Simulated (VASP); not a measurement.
# SiC in VASP: settings compared, part 2 of 3

VASP 6.6.1. The steps go on from the part before.

**3. Single point, r2SCAN (strain +3.3%)**

The input, POSCAR:

```
SiC
1.0
    0.0000000000      2.2501458830      2.2501458830
    2.2501458830      0.0000000000      2.2501458830
    2.2501458830      2.2501458830      0.0000000000
Si C
1 1
Direct
    0.0000000000      0.0000000000      0.0000000000
    0.2500000000      0.2500000000      0.2500000000
```

The input, INCAR.step1:

```
ALGO = Normal
EDIFF = 1E-4
ENCUT = 520
GGA = PE
ISMEAR = 0
LASPH = True
LCHARG = False
LREAL = False
LWAVE = True
NBANDS = 11
NELM = 60
PREC = Accurate
SIGMA = 0.01
```

The input, INCAR.step2:

```
ALGO = Normal
EDIFF = 1E-6
ENCUT = 520
ISIF = 2
ISMEAR = 0
ISTART = 1
LASPH = True
LCHARG = False
LMIXTAU = True
LREAL = False
LWAVE = False
METAGGA = R2SCAN
NBANDS = 11
NELM = 60
PREC = Accurate
SIGMA = 0.01
```

The input, KPOINTS:

```
k-points
0
Gamma
  10 10 10
```

Potentials or basis: VASP PAW PBE potentials, release 64 (Si, C).

Command:

```console
$ cat potpaw_PBE.64/Si/POTCAR potpaw_PBE.64/C/POTCAR > POTCAR
$ cp INCAR.step1 INCAR
$ mpirun -np 1 vasp_std > vasp.out
$ cp INCAR.step2 INCAR
$ mpirun -np 1 vasp_std > vasp.out
```

OUTCAR:

```text
EDIFF = 1E-6
   ENCUT = 520
   ISIF = 2
   ISMEAR = 0
   ISTART = 1
   LASPH = True
   LREAL = False
   METAGGA = R2SCAN
   NELM = 60
   PREC = Accurate

 ion  position               nearest neighbor table
   1  0.000  0.000  0.000-   2 1.95   2 1.95   2 1.95   2 1.95
   2  0.250  0.250  0.250-   1 1.95   1 1.95   1 1.95   1 1.95

  LATTYP: Found a face centered cubic cell.
 ALAT       =     4.5002917660

  Lattice vectors:

 A1 = (   0.0000000000,   2.2501458830,   2.2501458830)
 A2 = (   2.2501458830,   0.0000000000,   2.2501458830)
 A3 = (   2.2501458830,   2.2501458830,   0.0000000000)

Analysis of symmetry for initial positions (statically):
=====================================================================
 Subroutine PRICEL returns:
 Original cell was already a primitive cell.

 Routine SETGRP: Setting up the symmetry group for a
 face centered cubic supercell.

 Subroutine GETGRP returns: Found 24 space group operations
 (whereof 24 operations were pure point group operations)
 out of a pool of 48 trial point group operations.

The static configuration has the point symmetry T_d .

Analysis of symmetry for dynamics (positions and initial velocities):
=====================================================================
 Subroutine PRICEL returns:
 Original cell was already a primitive cell.

 Routine SETGRP: Setting up the symmetry group for a
 face centered cubic supercell.

 Subroutine GETGRP returns: Found 24 space group operations
 (whereof 24 operations were pure point group operations)
 out of a pool of 48 trial point group operations.

The dynamic configuration has the point symmetry T_d .

 Subroutine INISYM returns: Found 24 space group operations
 (whereof 24 operations are pure point group operations),
 and found     1 'primitive' translations
[... 118 lines left out ...]
  Thomas-Fermi vector in A             =   2.291550
   LORBIT       =      0    0 simple, 1 ext, 2 COOP (PROOUT), +10 PAW based schemes
   METAGGA = R2SCAN    functional components
   LHFCALC =     F    Hartree Fock is set to
   AEXX    =    0.0000 exact exchange contribution
   IVDW    =     0    specifies the selected vdW correction
   LEPSILON=     F    determine dielectric tensor
   LRPA    =     F    only Hartree local field effects (RPA)
 non-spin polarized calculation
 Gauss-broadening in eV      SIGMA  =   0.01
  energy-cutoff  :      520.00
  volume of cell :       22.79
 maximum number of plane-waves:       636
   NGX = 11   NGY = 11   NGZ = 11

 number of electron       7.9999999 magnetization

 Free energy of the ion-electron system (eV)
  ---------------------------------------------------
  ext. energy  EPLUGINS =         0.00000000
  ---------------------------------------------------
  free energy    TOTEN  =       -19.19470129 eV

  energy without entropy =      -19.19470129  energy(sigma->0) =      -19.19470129

 E-fermi :   7.0447     XC(G=0): -11.5075

 val. band max:        6.9418855110   @ k =   0.0000   0.0000   0.0000
 cond. band min:       8.7210228064   @ k =   0.5000   0.5000   0.0000
 fundamental gap:      1.7791372955
 Fermi energy:         7.0446879136

 k-point     1 :       0.0000    0.0000    0.0000
  band No.  band energies     occupation
      1      -8.4917      2.00000
      2       6.9419      2.00000
      3       6.9419      2.00000
      4       6.9419      2.00000
      5      12.5742      0.00000
      6      14.1035      0.00000
      7      14.1035      0.00000
      8      14.1035      0.00000
      9      21.5759      0.00000
     10      21.5759      0.00000
     11      23.1732      0.00000
[... 309 lines left out ...]
 k-point    24 :       0.4000    0.3000    0.0000
  band No.  band energies     occupation
      1      -5.5139      2.00000
      2       1.2094      2.00000
      3       3.8614      2.00000
      4       4.3476      2.00000
      5      10.1266      0.00000
      6      12.6666      0.00000
      7      18.3744      0.00000
      8      18.7951      0.00000
      9      20.6160      0.00000
     10      25.1132      0.00000
     11      27.8621      0.00000

 [... further k-points ...]

------------------------ aborting loop because EDIFF is reached ----------------------------------------

  FORCE on cell =-STRESS in cart. coord.  units (eV):
  Direction    XX          YY          ZZ          XY          YZ          ZX
  --------------------------------------------------------------------------------------
  -------------------------------------------------------------------------------------
  Total       -2.6185278     -2.6185278     -2.6185278      0.0000000      0.0000000     -0.0000000
  in kB     -184.1220275   -184.1220275   -184.1220275      0.0000000      0.0000000     -0.0000000
  external PRESSURE =    -184.1220275 kB  Pullay stress =       0.0000000 kB

 VOLUME and BASIS-vectors are now :
 -----------------------------------------------------------------------------
  energy-cutoff  :      520.00
  volume of cell :       22.79
      direct lattice vectors                 reciprocal lattice vectors
     0.000000000  2.250145883  2.250145883    -0.222207815  0.222207815  0.222207815
     2.250145883  0.000000000  2.250145883     0.222207815 -0.222207815  0.222207815
     2.250145883  2.250145883  0.000000000     0.222207815  0.222207815 -0.222207815

 POSITION                                       TOTAL-FORCE (eV/Angst)
 -----------------------------------------------------------------------------------
      0.00000      0.00000      0.00000        -0.000000     -0.000000     -0.000000
      1.12507      1.12507      1.12507         0.000000      0.000000      0.000000
 -----------------------------------------------------------------------------------
    total drift:                                0.000001      0.000001      0.000001

  FREE ENERGIE OF THE ION-ELECTRON SYSTEM (eV)
  ---------------------------------------------------
  free  energy   TOTEN  =       -19.1947012927 eV

  energy  without entropy=      -19.1947012927  energy(sigma->0) =      -19.19470129
```

OUTCAR.step1:

```text
EDIFF = 1E-4
   ENCUT = 520
   GGA = PE
   ISMEAR = 0
   LASPH = True
[... 556 lines left out ...]
 -----------------------------------------------------------------------------------
      0.00000      0.00000      0.00000         0.000000      0.000000     -0.000000
      1.12507      1.12507      1.12507        -0.000000     -0.000000      0.000000
 -----------------------------------------------------------------------------------
    total drift:                               -0.000000     -0.000000     -0.000000

  FREE ENERGIE OF THE ION-ELECTRON SYSTEM (eV)
  ---------------------------------------------------
  free  energy   TOTEN  =       -14.9732242581 eV

  energy  without entropy=      -14.9732242581  energy(sigma->0) =      -14.97322426
```

Wall time 18 s (1 thread of Intel Xeon 6975P-C (Granite Rapids), shared host); peak memory 0.14 GiB.

Results:

| Item | Value |
| --- | --- |
| Free energy | -19.1947 eV |
| Pressure | -18.4 GPa |
| Band gap on the k mesh | 1.78 eV, indirect (least direct gap 4.92 eV) |

Levels at points of the mesh, in eV from the valence-band top:
```csv
k point,band 2,band 3,band 4,band 5,band 6,band 7
"(0.00, 0.00, 0.00)",0.00,0.00,0.00,5.63,7.16,7.16
"(0.50, 0.00, 0.00)",-8.31,-1.08,-1.08,5.08,7.33,7.33
"(0.50, 0.50, 0.00)",-7.76,-3.15,-3.15,1.78,4.46,13.95
```

Caveat: the cell differs from its parent crystal (strain +3.3%); the PAW data sets were made with another functional, which shifts forces and pressure a little.

**4. Single point, PBE (epitaxial 111 strain -3.5%)**

The input, INCAR:

```
SYSTEM = SiC
ALGO     = Normal         ! electronic algorithm
EDIFF    = 1E-7           ! SCF threshold, eV
ENCUT    = 520            ! plane-wave cutoff, eV
GGA      = PE             ! functional
ISIF     = 2              ! what is computed and relaxed
ISMEAR   = -1             ! smearing method
LASPH    = .TRUE.         ! aspherical terms in the spheres
LCHARG   = .FALSE.        ! write CHGCAR
LREAL    = .FALSE.        ! projectors in reciprocal space
LWAVE    = .FALSE.        ! write WAVECAR
NBANDS   = 11             ! bands
NELM     = 80             ! most SCF steps
PREC     = Accurate       ! precision mode
SIGMA    = 0.02           ! smearing width, eV
```

The input, KPOINTS:

```
k-points
0
G
  10 10 10
  0 0 0
```

The input, POSCAR:

```
SiC
1.0
    0.0601107117      2.1630202559      2.1630202559
    2.1630202559      0.0601107117      2.1630202559
    2.1630202559      2.1630202559      0.0601107117
Si C
1 1
Direct
    0.0014635240      0.0014635240      0.0014635240
    0.2485364760      0.2485364760      0.2485364760
```

Command:

```console
$ cat potpaw_PBE.64/Si/POTCAR potpaw_PBE.64/C/POTCAR > POTCAR
$ mpirun -np 1 vasp_std > vasp.out
```

It took 8.9 s on 1 thread of Intel Xeon 6975P-C (Granite Rapids), shared host; peak memory 0.14 GiB.

It converged, with:

* Free energy: -14.9289 eV
* Pressure: 19.8 GPa
* Largest force: 0.051 eV/Å
* Band gap on the k mesh: 1.08 eV, indirect (least direct gap 4.29 eV)

Forces in eV/Å, atoms in the order of the input:
```
Si   0.029  0.029  0.029
C   -0.029 -0.029 -0.029
```

Stress tensor (GPa, compression positive):
```
19.84 -7.88 -7.88
-7.88 19.84 -7.88
-7.88 -7.88 19.84
```

Levels at points of the mesh, in eV from the valence-band top:
```csv
k point,band 1,band 2,band 3,band 4,band 5,band 6,band 7,band 8,band 9
"(0.00, 0.00, 0.00)",-16.09,-0.49,0.00,0.00,6.10,7.72,7.93,7.93,14.73
"(0.50, 0.00, 0.00)",-12.17,-9.01,-1.44,-1.20,5.60,7.00,7.42,10.19,16.54
"(0.50, 0.50, 0.00)",-10.76,-8.17,-3.73,-3.21,1.08,4.44,14.42,14.54,15.75
"(0.50, 0.50, 0.50)",-12.58,-9.22,-0.93,-0.93,6.49,7.74,7.74,10.42,16.70
```

Caveat: the cell differs from its parent crystal (epitaxial 111 strain -3.5%).

[end of part 2 of 3]
